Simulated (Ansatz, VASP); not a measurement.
## One calculation of Ta, two programs

The input INCAR:

```
SYSTEM = Ta
PREC = Accurate ; ENCUT = 520
EDIFF = 1E-7 ; ISMEAR = 0
SIGMA = 0.1 ; LREAL = .FALSE.
LASPH = .TRUE. ; NELM = 80
ALGO = Fast ; ISIF = 2
LWAVE = .FALSE. ; LCHARG = .FALSE.
GGA = PE ; NBANDS = 18
```

File KPOINTS:

```
regular mesh
0
G
  16 16 16
  0 0 0
```

POSCAR

```
Ta
1.0
    3.3190623908      0.0000000000      0.0000000000
    0.0000000000      3.3190623908      0.0000000000
    0.0000000000      0.0000000000      3.5182061342
Ta
2
Direct
    0.0000000000      0.0000000000      0.0000000000
    0.5000000000      0.5000000000      0.5000000000
```

Input for Ansatz:

```yaml
crystal:
  lattice:
    - [3.3190623908, 0.0, 0.0]
    - [0.0, 3.3190623908, 0.0]
    - [0.0, 0.0, 3.5182061342]
  atoms:
    - { symbol: Ta, position: [0.0, 0.0, 0.0] }
    - { symbol: Ta, position: [0.5, 0.5, 0.5] }
basis:
  ecutwfc: 420
kpoints:
  mp_grid: { grid: [16, 16, 16] }
hamiltonian:
  xc: pbe
scf:
  occupations: { method: gaussian, width: 0.1 }
output:
  forces: true
  stress: true
  eigenvalues: true
```

Change from the starting cell: strain along c alone, the other axes held, atoms relaxed: +6.0 %.

Alike in both runs: task single point; functional PBE; k mesh 16 × 16 × 16; occupations gaussian, width 0.1 eV; no spin polarisation.

```csv
,VASP,Ansatz
version,VASP 6.6.1,Ansatz 0.2.0
potentials or method,"VASP PAW PBE potentials, release 64 (Ta_pv), cutoff 520 eV","scalar-relativistic, plane waves, PAW"
valence electrons in the cell,22,26
```

VASP gave:

| Item | Value |
| --- | --- |
| gap on the k mesh at the Fermi level (eV) | none |
| pressure (GPa) | -9.8 |
| traceless stress, the component that is largest in VASP (GPa) | -3.29 |

**Question.** Which values does Ansatz return?

**Answer.** gap on the k mesh at the Fermi level (eV): none; pressure (GPa): -9.8; traceless stress, the component that is largest in VASP (GPa): -3.30.

A gap of «none» marks a metal or a gap that the smearing closes. VASP's potentials hold 22 valence electrons a cell and Ansatz's 26, so a difference there can come from the potentials and not from the codes.

Neither program's run includes spin-orbit coupling.
